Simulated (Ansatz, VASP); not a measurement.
**One calculation of Zr3Nb, two programs**

INCAR

```
SYSTEM = Zr3Nb
PREC     = Accurate       ! precision mode
ENCUT    = 500            ! plane-wave cutoff, eV
EDIFF    = 1E-7           ! SCF threshold, eV
ISMEAR   = 0              ! smearing method
SIGMA    = 0.1            ! smearing width, eV
LREAL    = .False.        ! projectors in reciprocal space
LASPH    = .True.         ! aspherical terms in the spheres
NELM     = 120            ! most SCF steps
ALGO     = Normal         ! electronic algorithm
ISIF     = 3              ! what is computed and relaxed
LWAVE    = .False.        ! write WAVECAR
LCHARG   = .False.        ! write CHGCAR
GGA      = PE             ! functional
IBRION   = 2              ! ionic algorithm
NSW      = 90             ! ionic steps
EDIFFG   = -0.04          ! ionic threshold
GGA_COMPAT= .False.      
NELMIN   = 4
```

File KPOINTS:

```
Automatic mesh
0
Gamma
  4 4 4
  0 0 0
```

File POSCAR:

```
Zr3Nb
1.0
    5.1159040958      0.0000000000      0.0000000000
    0.0000000000      5.1159040958      0.0000000000
    0.0000000000      0.0000000000      5.1159040958
Zr Nb
6 2
Direct
    0.0000000000      0.5000000000      0.2500000000
    0.0000000000      0.5000000000      0.7500000000
    0.2500000000      0.0000000000      0.5000000000
    0.7500000000      0.0000000000      0.5000000000
    0.5000000000      0.7500000000      0.0000000000
    0.5000000000      0.2500000000      0.0000000000
    0.0000000000      0.0000000000      0.0000000000
    0.5000000000      0.5000000000      0.5000000000
```

Input for Ansatz:

```yaml
crystal:
  lattice:
    - [5.1159040958, 0.0, 0.0]
    - [0.0, 5.1159040958, 0.0]
    - [0.0, 0.0, 5.1159040958]
  atoms:
    - { symbol: Zr, position: [0.0, 0.5, 0.25] }
    - { symbol: Zr, position: [0.0, 0.5, 0.75] }
    - { symbol: Zr, position: [0.25, 0.0, 0.5] }
    - { symbol: Zr, position: [0.75, 0.0, 0.5] }
    - { symbol: Zr, position: [0.5, 0.75, 0.0] }
    - { symbol: Zr, position: [0.5, 0.25, 0.0] }
    - { symbol: Nb, position: [0.0, 0.0, 0.0] }
    - { symbol: Nb, position: [0.5, 0.5, 0.5] }
basis:
  ecutwfc: 420
kpoints:
  mp_grid: { grid: [4, 4, 4] }
hamiltonian:
  xc: pbe
scf:
  occupations: { method: gaussian, width: 0.1 }
  lower_state_search: "off"
output:
  forces: true
  stress: true
  eigenvalues: true
relax:
  adjacent_minimum: "off"
  f_tol: 0.04
  max_steps: 70
  cell: { stress_tol: 0.4 }
```

Alike in both runs: task relaxation of cell and atoms; functional PBE; k mesh 4 × 4 × 4; occupations gaussian, width 0.1 eV; no spin polarisation.

|  | VASP | Ansatz |
| --- | --- | --- |
| version | VASP 6.6.1 | Ansatz 0.2.0 |
| potentials or method | VASP PAW PBE potentials, release 64 (Zr_sv, Nb_sv), cutoff 500 eV | scalar-relativistic, plane waves, PAW |
| valence electrons in the cell | 98 | 98 |

|  | VASP | Ansatz | Ansatz less VASP |
| --- | --- | --- | --- |
| gap on the k mesh at the Fermi level, each at its own relaxed structure (eV) | none | none | - |
| relaxed volume (Å³/atom) | 21.74 | 21.63 | -0.107 |
| relaxed cell length with the largest relative difference (Å) | 5.582 | 5.572 | -0.0092 |

A gap of «none» marks a metal or a gap that the smearing closes.

Noted on VASP's run: the volume moved by over 15 % at a fixed basis, so the end points are rough.
